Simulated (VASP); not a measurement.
# MnHg (P4/mmm) in VASP: notebook

Runs on MnHg. Level: PBEsol. Tasks: single point.

Everything below comes from runs of VASP 6.6.1. Logs are shortened: lines on timing, memory, paths and dates and some standing lists are left out, and cuts for length are marked.

### Step 1. The cell of the first run

Symmetry: P4/mmm, No. 123, tetragonal system. Conventional cell: a = 3.189 Å, b = 3.189 Å, c = 3.214 Å, α = 90.00°, β = 90.00°, γ = 90.00°. Within 3.6 Å of Mn (site symmetry 4/mmm) lie 8 Hg at 2.77 Å and 6 Mn at 3.19 to 3.21 Å. Hg (site symmetry 4/mmm) has 8 Mn at 2.77 Å and 6 Hg at 3.19 to 3.21 Å within 3.6 Å.

### Step 2. Single point, PBEsol, collinear spin, ferromagnetic start (strain -0.030 along x and y, -0.030 along z)

Contents of INCAR:

```
SYSTEM = MnHg
  PREC = Accurate
  ENCUT = 520
  EDIFF = 1E-6
  ISMEAR = 0
  SIGMA = 0.15
  LREAL = .FALSE.
  LASPH = .TRUE.
  NELM = 150
  ALGO = Fast
  ISIF = 2
  LWAVE = .FALSE.
  LCHARG = .TRUE.
  ISPIN = 2
  MAGMOM = 4.21 0
  LORBIT = 11
  LMAXMIX = 4
  GGA = PS
  LELF = .TRUE.
  LVHAR = .TRUE.
  NBANDS = 24
```

Contents of KPOINTS:

```
regular mesh
0
G
  14 14 14
  0 0 0
```

Contents of POSCAR:

```
MnHg
1.0
    3.1893600000      0.0000000000      0.0000000000
    0.0000000000      3.1893600000      0.0000000000
    0.0000000000      0.0000000000      3.2136100000
Mn Hg
1 1
Direct
    0.5000000000      0.5000000000      0.5000000000
    0.0000000000      0.0000000000      0.0000000000
```

Potentials or basis: VASP PAW PBE potentials, release 64 (Mn_pv, Hg).

Started as:

```bash
$ cat potpaw_PBE.64/Mn_pv/POTCAR potpaw_PBE.64/Hg/POTCAR > POTCAR
$ mpirun -np 1 vasp_std > vasp.out
```

OUTCAR:

```text
SYSTEM = MnHg
   PREC = Accurate
   ENCUT = 520
   EDIFF = 1E-6
   ISMEAR = 0
   LREAL = .FALSE.
   LASPH = .TRUE.
   NELM = 150
   ISIF = 2
   ISPIN = 2
   LORBIT = 11
   GGA = PS

 ion  position               nearest neighbor table
   1  0.500  0.500  0.500-   2 2.77   2 2.77   2 2.77   2 2.77   2 2.77   2 2.77   2 2.77   2 2.77

   2  0.000  0.000  0.000-   1 2.77   1 2.77   1 2.77   1 2.77   1 2.77   1 2.77   1 2.77   1 2.77

  LATTYP: Found a simple tetragonal cell.
 ALAT       =     3.1893600000
 C/A-ratio  =     1.0076034063

  Lattice vectors:

 A1 = (   3.1893600000,   0.0000000000,   0.0000000000)
 A2 = (   0.0000000000,   3.1893600000,   0.0000000000)
 A3 = (   0.0000000000,   0.0000000000,   3.2136100000)

Analysis of symmetry for initial positions (statically):
=====================================================================
 Subroutine PRICEL returns:
 Original cell was already a primitive cell.

 Routine SETGRP: Setting up the symmetry group for a
 simple tetragonal supercell.

 Subroutine GETGRP returns: Found 16 space group operations
 (whereof 16 operations were pure point group operations)
 out of a pool of 16 trial point group operations.

The static configuration has the point symmetry D_4h.

Analysis of symmetry for dynamics (positions and initial velocities):
=====================================================================
 Subroutine PRICEL returns:
 Original cell was already a primitive cell.

 Routine SETGRP: Setting up the symmetry group for a
 simple tetragonal supercell.

 Subroutine GETGRP returns: Found 16 space group operations
 (whereof 16 operations were pure point group operations)
 out of a pool of 16 trial point group operations.

The dynamic configuration has the point symmetry D_4h.

Analysis of structural, dynamic, and magnetic symmetry:
=====================================================================
 Subroutine PRICEL returns:
 Original cell was already a primitive cell.

 Routine SETGRP: Setting up the symmetry group for a
 simple tetragonal supercell.

 Subroutine GETGRP returns: Found 16 space group operations
 (whereof 16 operations were pure point group operations)
 out of a pool of 16 trial point group operations.

The overall configuration has the point symmetry D_4h.

 Subroutine INISYM returns: Found 16 space group operations
 (whereof 16 operations are pure point group operations),
 and found     1 'primitive' translations

----------------------------------------------------------------------------------------
[... 111 lines left out ...]
   IMIX   =      4    mixing-type and parameters
     AMIX     =   0.40;   BMIX     =  1.00
     AMIX_MAG =   1.60;   BMIX_MAG =  1.00
  volume/ion in A,a.u.               =      16.34       110.30
  Fermi-wavevector in a.u.,A,eV,Ry     =   1.497114  2.829134 30.495405  2.241349
  Thomas-Fermi vector in A             =   2.609043
   LORBIT       =     11    0 simple, 1 ext, 2 COOP (PROOUT), +10 PAW based schemes
   GGA     = PS    functional components
   LHFCALC =     F    Hartree Fock is set to
   AEXX    =    0.0000 exact exchange contribution
   IVDW    =     0    specifies the selected vdW correction
   LEPSILON=     F    determine dielectric tensor
   LRPA    =     F    only Hartree local field effects (RPA)
 spin polarized calculation
 RMM-DIIS sequential band-by-band and
 Gauss-broadening in eV      SIGMA  =   0.15
  energy-cutoff  :      520.00
  volume of cell :       32.69
 maximum number of plane-waves:       912
 NGX is ok and might be reduce to    24
   NGX = 11   NGY = 11   NGZ = 11

 number of electron      25.0000031 magnetization       3.6021374

 Free energy of the ion-electron system (eV)
  ---------------------------------------------------
  ext. energy  EPLUGINS =         0.00000000
  ---------------------------------------------------
  free energy    TOTEN  =        -9.55438838 eV

  energy without entropy =       -9.53180377  energy(sigma->0) =       -9.54309607

 E-fermi :   6.2973     XC(G=0): -12.4401

 val. band max:        6.2970923064   @ k =   0.3571   0.1429   0.0714
 cond. band min:       6.2994317621   @ k =   0.3571   0.2143   0.0000
 fundamental gap:      0.0023394557
 Fermi energy:         6.2973274427

 spin component 1

 k-point     1 :       0.0000    0.0000    0.0000
  band No.  band energies     occupation
      1     -43.3419      1.00000
      2     -43.3315      1.00000
      3     -43.3315      1.00000
      4      -4.0900      1.00000
      5      -2.4242      1.00000
      6      -2.4116      1.00000
[... 637 lines left out ...]
     23      25.7319      0.00000
     24      26.0129      0.00000

 [... further k-points ...]

 spin component 2

 k-point     1 :       0.0000    0.0000    0.0000
  band No.  band energies     occupation
      1     -39.6283      1.00000
      2     -39.6224      1.00000
      3     -39.6224      1.00000
      4      -3.8491      1.00000
      5      -2.3880      1.00000
      6      -2.3721      1.00000
[... 637 lines left out ...]
     23      26.2552      0.00000
     24      26.5497      0.00000

 [... further k-points ...]
[... 5 lines left out ...]
  --------------------------------------------------------------------------------------
  -------------------------------------------------------------------------------------
  Total        1.0190489      1.0190489      1.0002450      0.0000000      0.0000000      0.0000000
  in kB       49.9465352     49.9465352     49.0248997      0.0000000      0.0000000      0.0000000
  external PRESSURE =      49.6393234 kB  Pullay stress =       0.0000000 kB

 VOLUME and BASIS-vectors are now :
 -----------------------------------------------------------------------------
  energy-cutoff  :      520.00
  volume of cell :       32.69
      direct lattice vectors                 reciprocal lattice vectors
     3.189360000  0.000000000  0.000000000     0.313542529  0.000000000  0.000000000
     0.000000000  3.189360000  0.000000000     0.000000000  0.313542529  0.000000000
     0.000000000  0.000000000  3.213610000     0.000000000  0.000000000  0.311176527

 POSITION                                       TOTAL-FORCE (eV/Angst)
 -----------------------------------------------------------------------------------
      1.59468      1.59468      1.60681         0.000000      0.000000      0.000000
      0.00000      0.00000      0.00000         0.000000      0.000000      0.000000
 -----------------------------------------------------------------------------------
    total drift:                                0.000000      0.000000     -0.000000

  FREE ENERGIE OF THE ION-ELECTRON SYSTEM (eV)
  ---------------------------------------------------
  free  energy   TOTEN  =        -9.5543883791 eV

  energy  without entropy=       -9.5318037670  energy(sigma->0) =       -9.54309607

 total charge

# of ion       s       p       d       tot
------------------------------------------
    1        0.265   6.210   5.043  11.518
    2        0.825   0.602   9.256  10.684
--------------------------------------------------
tot          1.090   6.813  14.299  22.202

 magnetization (x)

# of ion       s       p       d       tot
------------------------------------------
    1        0.020   0.011   3.513   3.544
    2       -0.049  -0.059   0.051  -0.058
--------------------------------------------------
tot         -0.029  -0.048   3.564   3.487
```

It took 6.4 min on 1 thread of Intel Xeon 8259CL, shared host; peak memory 0.42 GiB.

What came out:

| Property | Result |
| --- | --- |
| Free energy | -9.5544 eV |
| Pressure | 5.0 GPa |
| Net moment | 3.60 μB per cell |
| Site moments | Mn +3.54; Hg -0.06 μB |
| Valence electrons inside the program's atomic spheres | Mn 11.52; Hg 10.68 |

Stress tensor (GPa, compression positive):
```
4.99 0.00 0.00
0.00 4.99 0.00
0.00 0.00 4.90
```

Caveat: the cell differs from its parent crystal (strain -0.030 along x and y, -0.030 along z); the cell stands under pressure; the PAW data sets were made with another functional, which shifts forces and pressure a little; spin-orbit coupling is left out, which moves the levels of the heavy elements.

[end of part 1 of 2]
